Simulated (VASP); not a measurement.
# PbS (Fm-3m) in VASP: a series of runs, part 2 of 2

VASP 6.6.1.

**4. Single point, PBE (volume changed by +6%)**

File INCAR:

```
PREC     = Accurate       # precision mode
ENCUT    = 520            # plane-wave cutoff, eV
EDIFF    = 1E-7           # SCF threshold, eV
ISMEAR   = 0              # smearing method
SIGMA    = 0.01           # smearing width, eV
LREAL    = False          # projectors in reciprocal space
LASPH    = True           # aspherical terms in the spheres
NELM     = 60             # most SCF steps
ALGO     = Normal         # electronic algorithm
ISIF     = 2              # what is computed and relaxed
LWAVE    = False          # write WAVECAR
LCHARG   = True           # write CHGCAR
GGA      = PE             # functional
LELF     = True           # ELF
LVHAR    = True         
NBANDS   = 17             # bands
```

File KPOINTS:

```
Automatic mesh
0
Gamma
  6 6 6
```

File POSCAR:

```
PbS
1.0
    0.0000000000      3.0627606951      3.0627606951
    3.0627606951      0.0000000000      3.0627606951
    3.0627606951      3.0627606951      0.0000000000
Pb S
1 1
Direct
    0.0000000000      0.0000000000      0.0000000000
    0.5000000000      0.5000000000      0.5000000000
```

Potentials or basis: VASP PAW PBE potentials, release 64 (Pb_d, S).

Run with:

```
$ cat potpaw_PBE.64/Pb_d/POTCAR potpaw_PBE.64/S/POTCAR > POTCAR
$ mpirun -np 1 vasp_std > vasp.out
```

OUTCAR:

```text
PREC = Accurate
   ENCUT = 520
   EDIFF = 1E-7
   ISMEAR = 0
   LREAL = False
   LASPH = True
   NELM = 60
   ISIF = 2
   GGA = PE

 ion  position               nearest neighbor table
   1  0.000  0.000  0.000-   2 3.06   2 3.06   2 3.06   2 3.06   2 3.06   2 3.06
   2  0.500  0.500  0.500-   1 3.06   1 3.06   1 3.06   1 3.06   1 3.06   1 3.06

  LATTYP: Found a face centered cubic cell.
 ALAT       =     6.1255213902

  Lattice vectors:

 A1 = (   0.0000000000,   3.0627606951,   3.0627606951)
 A2 = (   3.0627606951,   0.0000000000,   3.0627606951)
 A3 = (   3.0627606951,   3.0627606951,   0.0000000000)

Analysis of symmetry for initial positions (statically):
=====================================================================
 Subroutine PRICEL returns:
 Original cell was already a primitive cell.

 Routine SETGRP: Setting up the symmetry group for a
 face centered cubic supercell.

 Subroutine GETGRP returns: Found 48 space group operations
 (whereof 48 operations were pure point group operations)
 out of a pool of 48 trial point group operations.

The static configuration has the point symmetry O_h .

Analysis of symmetry for dynamics (positions and initial velocities):
=====================================================================
 Subroutine PRICEL returns:
 Original cell was already a primitive cell.

 Routine SETGRP: Setting up the symmetry group for a
 face centered cubic supercell.

 Subroutine GETGRP returns: Found 48 space group operations
 (whereof 48 operations were pure point group operations)
 out of a pool of 48 trial point group operations.

The dynamic configuration has the point symmetry O_h .

 Subroutine INISYM returns: Found 48 space group operations
 (whereof 48 operations are pure point group operations),
 and found     1 'primitive' translations

----------------------------------------------------------------------------------------

                                     Primitive cell

  volume of cell :      57.4605

[... 99 lines left out ...]
     AMIX_MAG =   1.60;   BMIX_MAG =  1.00
  volume/ion in A,a.u.               =      28.73       193.88
  Fermi-wavevector in a.u.,A,eV,Ry     =   1.151583  2.176176 18.043264  1.326143
  Thomas-Fermi vector in A             =   2.288239
   LORBIT       =      0    0 simple, 1 ext, 2 COOP (PROOUT), +10 PAW based schemes
   GGA     = PE    functional components
   LHFCALC =     F    Hartree Fock is set to
   AEXX    =    0.0000 exact exchange contribution
   IVDW    =     0    specifies the selected vdW correction
   LEPSILON=     F    determine dielectric tensor
   LRPA    =     F    only Hartree local field effects (RPA)
 non-spin polarized calculation
 Gauss-broadening in eV      SIGMA  =   0.01
  energy-cutoff  :      520.00
  volume of cell :       57.46
 maximum number of plane-waves:      1572
   NGX = 17   NGY = 17   NGZ = 17

 number of electron      19.9999999 magnetization

 Free energy of the ion-electron system (eV)
  ---------------------------------------------------
  ext. energy  EPLUGINS =         0.00000000
  ---------------------------------------------------
  free energy    TOTEN  =        -8.74231983 eV

  energy without entropy =       -8.74231983  energy(sigma->0) =       -8.74231983

 E-fermi :   4.5744     XC(G=0):  -9.2365

 val. band max:        4.5310185318   @ k =   0.5000   0.0000   0.0000
 cond. band min:       5.2015227167   @ k =   0.5000   0.0000   0.0000
 fundamental gap:      0.6705041849
 Fermi energy:         4.5743712620

 k-point     1 :       0.0000    0.0000    0.0000
  band No.  band energies     occupation
      1     -12.0863      2.00000
      2     -12.0863      2.00000
      3     -12.0863      2.00000
      4     -12.0679      2.00000
      5     -12.0679      2.00000
      6      -8.1667      2.00000
[... 297 lines left out ...]
      4     -12.0598      2.00000
      5     -12.0448      2.00000
      6      -6.8308      2.00000
[... 9 lines left out ...]
     16      16.1575      0.00000
     17      16.9342      0.00000

------------------------ aborting loop because EDIFF is reached ----------------------------------------

  FORCE on cell =-STRESS in cart. coord.  units (eV):
  Direction    XX          YY          ZZ          XY          YZ          ZX
  --------------------------------------------------------------------------------------
  -------------------------------------------------------------------------------------
  Total       -0.9945636     -0.9945636     -0.9945636      0.0000000     -0.0000000      0.0000000
  in kB      -27.7315382    -27.7315382    -27.7315382      0.0000000     -0.0000000      0.0000000
  external PRESSURE =     -27.7315382 kB  Pullay stress =       0.0000000 kB

 VOLUME and BASIS-vectors are now :
 -----------------------------------------------------------------------------
  energy-cutoff  :      520.00
  volume of cell :       57.46
      direct lattice vectors                 reciprocal lattice vectors
     0.000000000  3.062760695  3.062760695    -0.163251409  0.163251409  0.163251409
     3.062760695  0.000000000  3.062760695     0.163251409 -0.163251409  0.163251409
     3.062760695  3.062760695  0.000000000     0.163251409  0.163251409 -0.163251409

 POSITION                                       TOTAL-FORCE (eV/Angst)
 -----------------------------------------------------------------------------------
      0.00000      0.00000      0.00000         0.000000     -0.000000      0.000000
      3.06276      3.06276      3.06276         0.000000      0.000000      0.000000
 -----------------------------------------------------------------------------------
    total drift:                                0.000000     -0.000000     -0.000000

  FREE ENERGIE OF THE ION-ELECTRON SYSTEM (eV)
  ---------------------------------------------------
  free  energy   TOTEN  =        -8.7423198289 eV

  energy  without entropy=       -8.7423198289  energy(sigma->0) =       -8.74231983
```

stdout:

```text
POSCAR found type information on POSCAR PbS
 POSCAR found :  2 types and       2 ions
 scaLAPACK will be used
 LDA part: xc-table for (Slater+PW92), standard interpolation
 POSCAR, INCAR and KPOINTS ok, starting setup
 FFT: planning ... GRIDC
 FFT: planning ... GRID_SOFT
 FFT: planning ... GRID
 WAVECAR not read
 entering main loop
```

It took 36 s on 1 thread of AMD EPYC 7R13, shared host; peak memory 0.15 GiB.

What came out:

```
Free energy            : -8.7423 eV
Pressure               : -2.8 GPa
Band gap on the k mesh : 0.67 eV, direct
```

Caveat: spin-orbit coupling is left out, which moves the levels of the heavy elements. A k mesh can miss the band edges.

**5. Single point, r2SCAN (volume changed by -6%)**

File POSCAR:

```
PbS
1.0
    0.0000000000      2.9262516271      2.9262516271
    2.9262516271      0.0000000000      2.9262516271
    2.9262516271      2.9262516271      0.0000000000
Pb S
1 1
Direct
    0.0000000000      0.0000000000      0.0000000000
    0.5000000000      0.5000000000      0.5000000000
```

File INCAR.step1:

```
PREC = Accurate
ENCUT = 520
ISMEAR = 0
SIGMA = 0.01
LREAL = F
LASPH = T
NELM = 80
NBANDS = 17
GGA = PE
ALGO = Normal
EDIFF = 1E-4
LWAVE = T
LCHARG = F
```

File INCAR.step2:

```
PREC = Accurate
ENCUT = 520
EDIFF = 1E-7
ISMEAR = 0
SIGMA = 0.01
LREAL = F
LASPH = T
NELM = 80
ALGO = Normal
ISIF = 2
LWAVE = F
LCHARG = T
METAGGA = R2SCAN
LMIXTAU = T
LELF = T
LVHAR = T
NBANDS = 17
ISTART = 1
```

KPOINTS is that of step 4.

Potentials or basis: VASP PAW PBE potentials, release 64 (Pb_d, S).

Run with:

```
$ cat potpaw_PBE.64/Pb_d/POTCAR potpaw_PBE.64/S/POTCAR > POTCAR
$ cp INCAR.step1 INCAR
$ mpirun -np 1 vasp_std > vasp.out
$ cp INCAR.step2 INCAR
$ mpirun -np 1 vasp_std > vasp.out
```

OUTCAR:

```text
PREC = Accurate
   ENCUT = 520
   EDIFF = 1E-7
   ISMEAR = 0
   LREAL = F
   LASPH = T
   NELM = 80
   ISIF = 2
   METAGGA = R2SCAN
   ISTART = 1

 ion  position               nearest neighbor table
   1  0.000  0.000  0.000-   2 2.93   2 2.93   2 2.93   2 2.93   2 2.93   2 2.93
   2  0.500  0.500  0.500-   1 2.93   1 2.93   1 2.93   1 2.93   1 2.93   1 2.93

  LATTYP: Found a face centered cubic cell.
 ALAT       =     5.8525032542

  Lattice vectors:

 A1 = (   0.0000000000,   2.9262516271,   2.9262516271)
 A2 = (   2.9262516271,   0.0000000000,   2.9262516271)
 A3 = (   2.9262516271,   2.9262516271,   0.0000000000)

Analysis of symmetry for initial positions (statically):
=====================================================================
 Subroutine PRICEL returns:
 Original cell was already a primitive cell.

 Routine SETGRP: Setting up the symmetry group for a
 face centered cubic supercell.

 Subroutine GETGRP returns: Found 48 space group operations
 (whereof 48 operations were pure point group operations)
 out of a pool of 48 trial point group operations.

The static configuration has the point symmetry O_h .

Analysis of symmetry for dynamics (positions and initial velocities):
=====================================================================
 Subroutine PRICEL returns:
 Original cell was already a primitive cell.

 Routine SETGRP: Setting up the symmetry group for a
 face centered cubic supercell.

 Subroutine GETGRP returns: Found 48 space group operations
 (whereof 48 operations were pure point group operations)
 out of a pool of 48 trial point group operations.

The dynamic configuration has the point symmetry O_h .

 Subroutine INISYM returns: Found 48 space group operations
[... 100 lines left out ...]
   NUPDOWN=      -1.0000    fix difference up-down
   EMIN   =  10.00;   EMAX   =-10.00  energy-range for DOS
   EFERMI =   0.00;   METHOD = LEGACY
   ISMEAR =     0;   SIGMA  =   0.01  broadening in eV -4-tet -1-fermi 0-gaus
   EFERMI_NEDOS =   21; number of points for ismear=-14 and -15
   IALGO  =     38    algorithm
   IMIX   =      4    mixing-type and parameters
     AMIX     =   0.40;   BMIX     =  1.00
     AMIX_MAG =   1.60;   BMIX_MAG =  1.00
  volume/ion in A,a.u.               =      25.06       169.10
  Fermi-wavevector in a.u.,A,eV,Ry     =   1.205304  2.277694 19.765960  1.452757
  Thomas-Fermi vector in A             =   2.341004
   LORBIT       =      0    0 simple, 1 ext, 2 COOP (PROOUT), +10 PAW based schemes
   METAGGA = R2SCAN    functional components
   LHFCALC =     F    Hartree Fock is set to
   AEXX    =    0.0000 exact exchange contribution
   IVDW    =     0    specifies the selected vdW correction
   LEPSILON=     F    determine dielectric tensor
   LRPA    =     F    only Hartree local field effects (RPA)
 non-spin polarized calculation
 Gauss-broadening in eV      SIGMA  =   0.01
  energy-cutoff  :      520.00
  volume of cell :       50.11
 maximum number of plane-waves:      1363
   NGX = 15   NGY = 15   NGZ = 15

 number of electron      19.9999996 magnetization

 Free energy of the ion-electron system (eV)
  ---------------------------------------------------
  ext. energy  EPLUGINS =         0.00000000
  ---------------------------------------------------
  free energy    TOTEN  =       -65.57382421 eV

  energy without entropy =      -65.57382421  energy(sigma->0) =      -65.57382421

 E-fermi :   6.3599     XC(G=0): -10.4617

 val. band max:        6.3177628991   @ k =   0.5000   0.0000   0.0000
 cond. band min:       6.7741274962   @ k =   0.5000   0.0000   0.0000
 fundamental gap:      0.4563645971
 Fermi energy:         6.3599177055

 k-point     1 :       0.0000    0.0000    0.0000
  band No.  band energies     occupation
      1     -11.2732      2.00000
      2     -11.2732      2.00000
      3     -11.2732      2.00000
      4     -11.2593      2.00000
      5     -11.2593      2.00000
      6      -8.3552      2.00000
[... 297 lines left out ...]
      4     -11.2285      2.00000
      5     -11.2019      2.00000
      6      -6.4296      2.00000
[... 9 lines left out ...]
     16      18.8369      0.00000
     17      18.9908      0.00000

------------------------ aborting loop because EDIFF is reached ----------------------------------------

  FORCE on cell =-STRESS in cart. coord.  units (eV):
  Direction    XX          YY          ZZ          XY          YZ          ZX
  --------------------------------------------------------------------------------------
  -------------------------------------------------------------------------------------
  Total        1.2685937      1.2685937      1.2685937      0.0000000      0.0000000     -0.0000000
  in kB       40.5572153     40.5572153     40.5572153      0.0000000      0.0000000     -0.0000000
  external PRESSURE =      40.5572153 kB  Pullay stress =       0.0000000 kB

 VOLUME and BASIS-vectors are now :
 -----------------------------------------------------------------------------
  energy-cutoff  :      520.00
  volume of cell :       50.11
      direct lattice vectors                 reciprocal lattice vectors
     0.000000000  2.926251627  2.926251627    -0.170867056  0.170867056  0.170867056
     2.926251627  0.000000000  2.926251627     0.170867056 -0.170867056  0.170867056
     2.926251627  2.926251627  0.000000000     0.170867056  0.170867056 -0.170867056

 POSITION                                       TOTAL-FORCE (eV/Angst)
 -----------------------------------------------------------------------------------
      0.00000      0.00000      0.00000         0.000000     -0.000000      0.000000
      2.92625      2.92625      2.92625        -0.000000      0.000000     -0.000000
 -----------------------------------------------------------------------------------
    total drift:                                0.000000     -0.000000     -0.000000

  FREE ENERGIE OF THE ION-ELECTRON SYSTEM (eV)
  ---------------------------------------------------
  free  energy   TOTEN  =       -65.5738242064 eV

  energy  without entropy=      -65.5738242064  energy(sigma->0) =      -65.57382421
```

OUTCAR.step1:

```text
PREC = Accurate
   ENCUT = 520
   ISMEAR = 0
   LREAL = F
   LASPH = T
[... 529 lines left out ...]
 -----------------------------------------------------------------------------------
      0.00000      0.00000      0.00000        -0.000000      0.000000      0.000000
      2.92625      2.92625      2.92625         0.000000     -0.000000     -0.000000
 -----------------------------------------------------------------------------------
    total drift:                                0.000000     -0.000000     -0.000000

  FREE ENERGIE OF THE ION-ELECTRON SYSTEM (eV)
  ---------------------------------------------------
  free  energy   TOTEN  =        -8.7123912034 eV

  energy  without entropy=       -8.7123912034  energy(sigma->0) =       -8.71239120
```

Run time: 2.5 min. Hardware: 1 thread of AMD EPYC 7R13, shared host; peak memory 0.16 GiB.

Results:

| Item | Value |
| --- | --- |
| Free energy | -65.5738 eV |
| Pressure | 4.1 GPa |
| Band gap on the k mesh | 0.46 eV, direct |

Caveat: the PAW data sets were made with another functional, which shifts forces and pressure a little; spin-orbit coupling is left out, which moves the levels of the heavy elements.

**6. The runs side by side**

```tsv
level	cell	gap on the mesh (eV)	pressure (GPa)
PBE	a = 4.248 Å, angles 60.0°, 2 atoms	0.50	-0.1
PBE	a = 4.290 Å, angles 60.0°, 2 atoms	0.59	-1.5
PBE	a = 4.331 Å, angles 60.0°, 2 atoms	0.67	-2.8
r2SCAN	a = 4.138 Å, angles 60.0°, 2 atoms	0.46	4.1
```

Alike in all rows: task single point; potentials or basis VASP PAW PBE potentials, release 64 (Pb_d, S); no spin polarisation; k mesh 6 × 6 × 6; cutoff (eV) 520; smearing gaussian 0.01 eV.

Caveats: spin-orbit coupling is left out, which moves the levels of the heavy elements; the PAW data sets were made with another functional, which shifts forces and pressure a little (some runs).

Absolute energies hang on the potentials; compare differences alone.
